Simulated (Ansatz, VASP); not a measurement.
One calculation of Zn2C3, two programs

```xyz
5
Lattice="2.6807 0.0000 0.0000 -1.3403 2.3215 0.0000 0.0000 0.0000 7.5729" Properties=species:S:1:pos:R:3 pbc="T T T"
Zn    0.0000    1.5477    1.4915
Zn    1.3403    0.7738    6.0814
C     0.0000    0.0000    0.0000
C     0.0000    1.5477    3.6123
C     1.3403    0.7738    3.9606
```

Alike in both runs: functional PBE; k mesh 6 × 6 × 4; occupations gaussian, width 0.1 eV; no spin polarisation.

Ansatz relaxed the structure, and its values are those at the end. VASP's run is a single point on that final structure, the one shown.

```csv
,VASP,Ansatz
version,VASP 6.6.1,Ansatz 0.2.0
potentials or method,"VASP PAW PBE potentials, release 64 (Zn, C), cutoff 520 eV","scalar-relativistic, plane waves, PAW"
valence electrons in the cell,36,36
```

VASP gave:

* gap on the k mesh at the Fermi level (eV): none
* pressure (GPa): 0.7
* rms of the force components (eV/Å): 0.012

What did Ansatz give for the same quantities?

gap on the k mesh at the Fermi level (eV): none; pressure (GPa): 0.0; rms of the force components (eV/Å): 0.001.

A gap of «none» marks a metal or a gap that the smearing closes.

The k mesh is coarse, so the values compare programs but aren't converged.
